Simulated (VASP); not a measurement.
# Al2Au (Fm-3m) in VASP: a series of runs, part 2 of 2

VASP 6.6.1. Earlier steps stand in the parts before.

**4. Single point, revPBE**

This run uses another cell than the first one, of 18.81 Å³/atom, 1.014 times its volume.

File INCAR:

```
PREC = Accurate
ENCUT = 520
EDIFF = 1E-6
ISMEAR = -1
SIGMA = 0.05
LREAL = F
LASPH = T
NELM = 100
ALGO = Normal
ISIF = 2
LWAVE = F
LCHARG = F
GGA = RE
NBANDS = 16
```

File KPOINTS:

```
Automatic mesh
0
Gamma
  8 8 8
```

File POSCAR:

```
Al2Au
1.0
    0.0000000000      3.0442044228      3.0442044228
    3.0442044228      0.0000000000      3.0442044228
    3.0442044228      3.0442044228      0.0000000000
Au Al
1 2
Direct
    0.0000000000      0.0000000000      0.0000000000
    0.7500000000      0.7500000000      0.7500000000
    0.2500000000      0.2500000000      0.2500000000
```

Potentials or basis: VASP PAW PBE potentials, release 64 (Au, Al).

The run is started by

```console
$ cat potpaw_PBE.64/Au/POTCAR potpaw_PBE.64/Al/POTCAR > POTCAR
$ mpirun -np 1 vasp_std > vasp.out
```

OUTCAR:

```text
PREC = Accurate
   ENCUT = 520
   EDIFF = 1E-6
   ISMEAR = -1
   LREAL = F
   LASPH = T
   NELM = 100
   ISIF = 2
   GGA = RE

 ion  position               nearest neighbor table
   1  0.000  0.000  0.000-   2 2.64   2 2.64   2 2.64   2 2.64   3 2.64   3 2.64   3 2.64   3 2.64

   2  0.750  0.750  0.750-   1 2.64   1 2.64   1 2.64   1 2.64   3 3.04   3 3.04   3 3.04   3 3.04
                             3 3.04   3 3.04
   3  0.250  0.250  0.250-   1 2.64   1 2.64   1 2.64   1 2.64   2 3.04   2 3.04   2 3.04   2 3.04
                             2 3.04   2 3.04

  LATTYP: Found a face centered cubic cell.
 ALAT       =     6.0884088456

  Lattice vectors:

 A1 = (   0.0000000000,   3.0442044228,   3.0442044228)
 A2 = (   3.0442044228,   0.0000000000,   3.0442044228)
 A3 = (   3.0442044228,   3.0442044228,   0.0000000000)

Analysis of symmetry for initial positions (statically):
=====================================================================
 Subroutine PRICEL returns:
 Original cell was already a primitive cell.

 Routine SETGRP: Setting up the symmetry group for a
 face centered cubic supercell.

[... 170 lines left out ...]
 cond. band min:       7.3713391158   @ k =   0.3750   0.1250   0.0000
 fundamental gap:      0.0356077340
 Fermi energy:         7.3673287133

 k-point     1 :       0.0000    0.0000    0.0000
  band No.  band energies     occupation
      1      -2.8560      2.00000
      2       0.9999      2.00000
      3       0.9999      2.00000
      4       0.9999      2.00000
      5       1.9064      2.00000
      6       1.9064      2.00000
[... 433 lines left out ...]
      3       1.3499      2.00000
      4       1.4497      2.00000
      5       1.8374      2.00000
      6       2.0783      2.00000
[... 8 lines left out ...]
     15      14.7349      0.00000
     16      17.2901      0.00000

 [... further k-points ...]

------------------------ aborting loop because EDIFF is reached ----------------------------------------

  FORCE on cell =-STRESS in cart. coord.  units (eV):
  Direction    XX          YY          ZZ          XY          YZ          ZX
  --------------------------------------------------------------------------------------
  -------------------------------------------------------------------------------------
  Total       -0.1005739     -0.1005739     -0.1005739     -0.0000000     -0.0000000     -0.0000000
  in kB       -2.8559090     -2.8559090     -2.8559090     -0.0000000     -0.0000000     -0.0000000
  external PRESSURE =      -2.8559090 kB  Pullay stress =       0.0000000 kB

 VOLUME and BASIS-vectors are now :
 -----------------------------------------------------------------------------
  energy-cutoff  :      520.00
  volume of cell :       56.42
      direct lattice vectors                 reciprocal lattice vectors
     0.000000000  3.044204423  3.044204423    -0.164246526  0.164246526  0.164246526
     3.044204423  0.000000000  3.044204423     0.164246526 -0.164246526  0.164246526
     3.044204423  3.044204423  0.000000000     0.164246526  0.164246526 -0.164246526

 POSITION                                       TOTAL-FORCE (eV/Angst)
 -----------------------------------------------------------------------------------
      0.00000      0.00000      0.00000        -0.000000     -0.000000     -0.000000
      4.56631      4.56631      4.56631         0.000000      0.000000      0.000000
      1.52210      1.52210      1.52210        -0.000000     -0.000000     -0.000000
 -----------------------------------------------------------------------------------
    total drift:                                0.000000     -0.000000      0.000000

  FREE ENERGIE OF THE ION-ELECTRON SYSTEM (eV)
  ---------------------------------------------------
  free  energy   TOTEN  =       -11.1266863621 eV

  energy  without entropy=      -11.1171283522  energy(sigma->0) =      -11.12190736
```

stdout:

```text
POSCAR found type information on POSCAR AuAl
 POSCAR found :  2 types and       3 ions
 scaLAPACK will be used
 -----------------------------------------------------------------------------
|                                                                             |
|                                                                             |
|     You enforced a specific xc type in the INCAR file but a different       |
|     I HOPE YOU KNOW WHAT YOU ARE DOING!                                     |
|                                                                             |
 -----------------------------------------------------------------------------

 LDA part: xc-table for (Slater+PW92), standard interpolation
 POSCAR, INCAR and KPOINTS ok, starting setup
 FFT: planning ... GRIDC
 FFT: planning ... GRID_SOFT
 FFT: planning ... GRID
 WAVECAR not read
 entering main loop
```

It took 36 s on 1 thread of Intel Xeon 6975P-C, shared host; peak memory 0.18 GiB.

Results:

- Free energy: -11.1267 eV
- Pressure: -0.3 GPa

Caveat: the PAW data sets were made with another functional, which shifts forces and pressure a little; spin-orbit coupling is left out, which moves the levels of the heavy elements.

**5. Single point, BLYP**

This run uses another cell than the first one, of 19.30 Å³/atom, 1.040 times its volume.

File INCAR:

```
SYSTEM = Al2Au
  PREC = Accurate
  ENCUT = 520
  EDIFF = 1E-6
  ISMEAR = -1
  SIGMA = 0.05
  LREAL = .FALSE.
  LASPH = .TRUE.
  NELM = 100
  ALGO = Normal
  ISIF = 2
  LWAVE = .FALSE.
  LCHARG = .TRUE.
  GGA = B5
  ALDAX = 1.0
  AGGAX = 1.0
  AGGAC = 1.0
  ALDAC = 0.0
  LELF = .TRUE.
  LVHAR = .TRUE.
  NBANDS = 16
```

File KPOINTS:

```
regular mesh
0
G
  8 8 8
  0 0 0
```

File POSCAR:

```
Al2Au
1.0
    0.0000000000      3.0703521136      3.0703521136
    3.0703521136      0.0000000000      3.0703521136
    3.0703521136      3.0703521136      0.0000000000
Au Al
1 2
Direct
    0.0000000000      0.0000000000      0.0000000000
    0.7500000000      0.7500000000      0.7500000000
    0.2500000000      0.2500000000      0.2500000000
```

The run is started by

```console
$ cat potpaw_PBE.64/Au/POTCAR potpaw_PBE.64/Al/POTCAR > POTCAR
$ mpirun -np 1 vasp_std > vasp.out
```

Wall time 49 s (1 thread of Intel Xeon 6975P-C, shared host); peak memory 0.18 GiB.

Results (log left out):

```yaml
Free_energy: -9.5717 eV
Pressure: 0.3 GPa
```

Levels at points of the mesh, in eV from the Fermi level:
```csv
k point,band 5,band 6,band 7,band 8,band 9,band 10,band 11,band 12,band 13,band 14
"(0.00, 0.00, 0.00)",-5.38,-5.38,1.52,2.96,2.96,2.96,3.64,3.64,3.64,5.60
"(0.50, 0.00, 0.00)",-5.28,-5.28,-5.24,0.41,0.41,2.95,3.22,3.69,3.69,8.65
"(0.50, 0.50, 0.00)",-5.55,-5.12,-4.83,-1.90,-1.90,0.80,2.29,7.69,9.15,9.15
```

Caveat: the PAW data sets were made with another functional, which shifts forces and pressure a little; spin-orbit coupling is left out, which moves the levels of the heavy elements.

**6. The runs side by side**

```csv
level,cell,gap on the mesh (eV),pressure (GPa)
PBE,"a = 4.285 Å, angles 60.0°, 3 atoms",none,-0.3
RPBE,"a = 4.312 Å, angles 60.0°, 3 atoms",none,-0.3
revPBE,"a = 4.305 Å, angles 60.0°, 3 atoms",none,-0.3
BLYP,"a = 4.342 Å, angles 60.0°, 3 atoms",none,0.3
```

Alike in all rows: task single point; potentials or basis VASP PAW PBE potentials, release 64 (Au, Al); no spin polarisation; k mesh 8 × 8 × 8; cutoff (eV) 520; smearing fermi-dirac 0.05 eV.

Caveats: spin-orbit coupling is left out, which moves the levels of the heavy elements; the PAW data sets were made with another functional, which shifts forces and pressure a little (some runs).

Absolute energies hang on the potentials; compare differences alone.
